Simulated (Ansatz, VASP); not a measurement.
## One calculation of CaO, two programs

Contents of POSCAR:

```
CaO
1.0
    0.0000000000      2.4035556960      2.4035556960
    2.4035556960      0.0000000000      2.4035556960
    2.4035556960      2.4035556960      0.0000000000
Ca O
1 1
Direct
    0.0000000000      0.0000000000      0.0000000000
    0.5000000000      0.5000000000      0.5000000000
```

INCAR.step1

```
SYSTEM = CaO
ALGO = Normal
EDIFF = 1E-5
ENCUT = 520
GGA = PE
ISIF = 2
ISMEAR = -1
LASPH = .TRUE.
LCHARG = .FALSE.
LREAL = .FALSE.
LWAVE = .TRUE.
NBANDS = 15
NELM = 80
PREC = Accurate
SIGMA = 0.05
```

File INCAR.step2:

```
SYSTEM = CaO
AEXX = 0.1
ALGO = Normal
EDIFF = 1E-6
ENCUT = 520
GGA = PE
HFSCREEN = 0.2
ISIF = 2
ISMEAR = -1
ISTART = 1
LASPH = .TRUE.
LCHARG = .FALSE.
LHFCALC = .TRUE.
LREAL = .FALSE.
LWAVE = .FALSE.
NBANDS = 15
NELM = 80
PREC = Accurate
PRECFOCK = Normal
SIGMA = 0.05
```

File KPOINTS:

```
k-points
0
G
  5 5 5
  0 0 0
```

Contents of input.yaml:

```yaml
crystal:
  lattice:
    - [0.0, 2.403555696, 2.403555696]
    - [2.403555696, 0.0, 2.403555696]
    - [2.403555696, 2.403555696, 0.0]
  atoms:
    - { symbol: Ca, position: [0.0, 0.0, 0.0] }
    - { symbol: O, position: [0.5, 0.5, 0.5] }
kpoints:
  mp_grid: { grid: [5, 5, 5] }
scf:
  occupations: { method: fermi_dirac, width: 0.05 }
hamiltonian:
  xc: { preset: hse06, exx: { coeff: 0.1, omega: 0.2 } }
  pseudopotentials: { kind: all_electron, datasets: crystal }
output:
  forces: true
  stress: true
```

Alike in both runs: task single point; functional PBE-based screened hybrid; k mesh 5 × 5 × 5; occupations fermi-dirac, width 0.05 eV; no spin polarisation.

|  | VASP | Ansatz |
| --- | --- | --- |
| version | VASP 6.6.1 | Ansatz 0.2.0 |
| potentials or method | VASP PAW PBE potentials, release 64 (Ca_sv, O), cutoff 520 eV | all-electron PAW datasets made for the crystal |

Ansatz gave:

- gap on the k mesh at the Fermi level (eV): 4.50
- least direct gap on the mesh (eV): 4.89
- pressure (GPa): 0.7

Task: Estimate VASP's values.

Result: gap on the k mesh at the Fermi level (eV): 4.48; least direct gap on the mesh (eV): 4.88; pressure (GPa): 1.4.

VASP's potentials were made for PBE, not for PBE-based screened hybrid. Ansatz ran all-electron here, and VASP with PAW potentials.

The k mesh is coarse, so the values compare programs but aren't converged.
